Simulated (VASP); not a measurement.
Here is a VASP 6.6.1 calculation.

Contents of INCAR:

```
  PREC = Accurate
  ENCUT = 520
  EDIFF = 1E-7
  ISMEAR = 0
  SIGMA = 0.1
  LREAL = F
  LASPH = T
  NELM = 150
  ALGO = Normal
  ISIF = 2
  LWAVE = F
  LCHARG = F
  ISPIN = 2
  MAGMOM = 0 0.85
  LORBIT = 11
  LMAXMIX = 4
  GGA = PE
  NBANDS = 16
```

The input KPOINTS:

```
Automatic mesh
0
Gamma
  14 14 14
```

File POSCAR:

```
AlFe
1.0
    2.8743308634      0.0000000000      0.0000000000
    0.0000000000      2.8743308634      0.0000000000
    0.0000000000      0.0000000000      2.8743308634
Al Fe
1 1
Direct
    0.0000000000      0.0000000000      0.0000000000
    0.5000000000      0.5000000000      0.5000000000
```

Potentials or basis: VASP PAW PBE potentials, release 64 (Al, Fe).

Launch:

```console
$ cat potpaw_PBE.64/Al/POTCAR potpaw_PBE.64/Fe/POTCAR > POTCAR
$ mpirun -np 1 vasp_std > vasp.out
```

(1) What does it give for the pressure?

(2) Estimate the site moments.

Results:

(1) 0.0 GPa.

(2) Al -0.02; Fe +0.71 μB.
